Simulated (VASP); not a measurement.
Crystal: Ru.

```xyz
2
Lattice="2.7000 0.0000 0.0000 -1.3500 2.3383 0.0000 0.0000 0.0000 4.2768" Properties=species:S:1:pos:R:3 pbc="T T T"
Ru    0.0000    0.0000    0.0000
Ru    0.0000    1.5588    2.1384
```

| Quantity | Value |
| --- | --- |
| Program | VASP 6.6.1 |
| Task | relaxation of cell and atoms |
| Functional | PBEsol |
| Potentials or basis | VASP PAW PBE potentials, release 64 (Ru_pv) |
| Cutoff | 600 eV |
| k mesh | 23 × 23 × 13 |
| Occupations | methfessel-paxton, width 0.1 eV |
| Spin | no spin polarisation |

At the start: pressure -4.7 GPa; volume 13.50 Å³/atom.

Q: Where does the relaxation end?

A: Over 6 steps the energy falls by 3.0 meV/atom and the volume is 13.31 Å³/atom (-1.4 %); space group P6_3/mmc (No. 194, to 0.1 Å) before and after.

The path:
```
step  energy change (eV)  largest force (eV/Å)  pressure (GPa)  volume (Å³)
   1              0.0000                0.0000           -4.74        27.00
   2              0.0557                0.0000           17.50        25.47
   3             -0.0059                0.0000           -0.03        26.63
   4             -0.0059                0.0000            0.07        26.62
   5             -0.0059                0.0000           -0.04        26.63
   6             -0.0059                0.0000            0.00        26.63
```

Final structure:
```yaml
crystal:
  lattice:
    - [2.69048, 0.00000, 0.00000]
    - [-1.34524, 2.33002, 0.00000]
    - [0.00000, 0.00000, 4.24778]
  atoms:
    - { symbol: Ru, position: [0.00000, 0.00000, 0.00000] }
    - { symbol: Ru, position: [0.33333, 0.66667, 0.50000] }
```

Caveat: the PAW data sets were made with another functional, which shifts forces and pressure a little.
